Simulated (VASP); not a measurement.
Write the native input for VASP 6.6.1 that does the following.

```yaml
Task: single point
Functional: PBE
Potentials_or_basis: VASP PAW PBE potentials, release 64 (Ga_d, P)
Cutoff: 520 eV
k_mesh: 8 × 8 × 6
Occupations: gaussian, width 0.02 eV
Spin: no spin polarisation
Dipole_correction: no
Further_INCAR_settings: ALGO = Normal; EDIFF = 1e-06; NBANDS = 26
```

The structure of GaP lies in POSCAR:

```
GaP
1.0
    2.6699817363      2.6699817363      0.0000000000
   -2.6699817363      2.6699817363      0.0000000000
    0.0000000000      0.0000000000      5.6429716169
Ga P
2 2
Direct
    0.0000000000      0.0000000000      0.0000000000
    0.5000000000      0.5000000000      0.5000000000
    0.5000000000      0.0000000000      0.7500000000
    0.0000000000      0.5000000000      0.2500000000
```

This cell differs from its parent crystal: biaxial strain in the a-b plane: -3.0 %, then relaxed in part.

One way to write it, as run:

INCAR

```
  PREC = Accurate
  ENCUT = 520
  EDIFF = 1E-6
  ISMEAR = 0
  SIGMA = 0.02
  LREAL = F
  LASPH = T
  NELM = 60
  ALGO = Normal
  ISIF = 2
  LWAVE = F
  LCHARG = F
  GGA = PE
  NBANDS = 26
```

KPOINTS

```
regular mesh
0
Gamma
  8 8 6
```

Potentials or basis: VASP PAW PBE potentials, release 64 (Ga_d, P).

Command:

```sh
$ cat potpaw_PBE.64/Ga_d/POTCAR potpaw_PBE.64/P/POTCAR > POTCAR
$ mpirun -np 1 vasp_std > vasp.out
```

It gave:

* Pressure: 3.0 GPa
* Band gap on the k mesh: 1.36 eV

Caveat: the cell differs from its parent crystal (biaxial strain in the a-b plane: -3.0 %, then relaxed in part).

Wall time 45 s on 1 thread of AMD EPYC 9R45 96-Core Processor (Zen 5), with other jobs on the host, peak memory 0.21 GiB.
